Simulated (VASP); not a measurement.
Wanted: the native input for a VASP 6.6.1 run.

| Property | Result |
| --- | --- |
| Task | single point |
| Functional | r2SCANh |
| Potentials or basis | VASP PAW PBE potentials, release 64 (Fe, O) |
| Cutoff | 520 eV |
| k mesh | 6 × 6 × 6 |
| Occupations | fermi-dirac, width 0.05 eV |
| Spin | collinear spin, ferromagnetic start |
| Starting moments | [3.0, 0.0] μB |
| Dipole correction | no |
| Grid for exact exchange (PRECFOCK) | Normal |
| Further INCAR settings | ALGO = Normal; EDIFF = 1e-07; NBANDS = 18 |
| Share of exact exchange | 0.1 |

FeO:

```
CELL_PARAMETERS angstrom
0.00000 2.18376 2.18376
2.18376 0.00000 2.18376
2.18376 2.18376 0.00000
ATOMIC_POSITIONS crystal
Fe 0.00000 0.00000 0.00000
O 0.50000 0.50000 0.50000
```

The input as run:

POSCAR

```
FeO
1.0
    0.0000000000      2.1837637790      2.1837637790
    2.1837637790      0.0000000000      2.1837637790
    2.1837637790      2.1837637790      0.0000000000
Fe O
1 1
Direct
    0.0000000000      0.0000000000      0.0000000000
    0.5000000000      0.5000000000      0.5000000000
```

INCAR.step1

```
PREC = Accurate ; ENCUT = 520
EDIFF = 1E-5 ; ISMEAR = -1
SIGMA = 0.05 ; LREAL = F
LASPH = T ; NELM = 150
ALGO = Normal ; ISIF = 2
LWAVE = T ; ISPIN = 2
MAGMOM = 3 0 ; LORBIT = 11
LMAXMIX = 4 ; NBANDS = 18
GGA = PE
```

INCAR.step2

```
PREC = Accurate ; ENCUT = 520
EDIFF = 1E-7 ; ISMEAR = -1
SIGMA = 0.05 ; LREAL = F
LASPH = T ; NELM = 150
ALGO = Normal ; ISIF = 2
LWAVE = F ; LCHARG = T
ISPIN = 2 ; MAGMOM = 3 0
LORBIT = 11 ; LMAXMIX = 4
METAGGA = R2SCAN ; LHFCALC = T
AEXX = 0.1 ; LMIXTAU = T
PRECFOCK = Normal ; LELF = T
LVHAR = T ; NBANDS = 18
ISTART = 1
```

KPOINTS

```
regular mesh
0
Gamma
  6 6 6
```

Potentials or basis: VASP PAW PBE potentials, release 64 (Fe, O).

The run is started by

```sh
$ cat potpaw_PBE.64/Fe/POTCAR potpaw_PBE.64/O/POTCAR > POTCAR
$ cp INCAR.step1 INCAR
$ mpirun -np 1 vasp_std > vasp.out
$ cp INCAR.step2 INCAR
$ mpirun -np 1 vasp_std > vasp.out
```

Results of the run:

| Quantity | Value |
| --- | --- |
| Pressure | -14.3 GPa |
| Band gap on the k mesh | zero (filled and empty bands overlap) |
| Net moment | 4.01 μB per cell |
| Site moments | Fe +3.73; O +0.25 μB |
| Valence electrons inside the program's atomic spheres | Fe 6.62; O 5.03 |

Caveat: the k points lie up to 0.42 Å⁻¹ apart, too coarse for converged energies and pressures of a metal; the PAW data sets were made with another functional, which shifts forces and pressure a little; a cell with one magnetic atom can't hold antiferromagnetic order, which such compounds often take.

It took 110 min on 1 thread of Intel(R) Xeon(R) Platinum 8259CL CPU @ 2.50GHz (Skylake/Cascade Lake), on a shared host, peak memory 0.18 GiB.
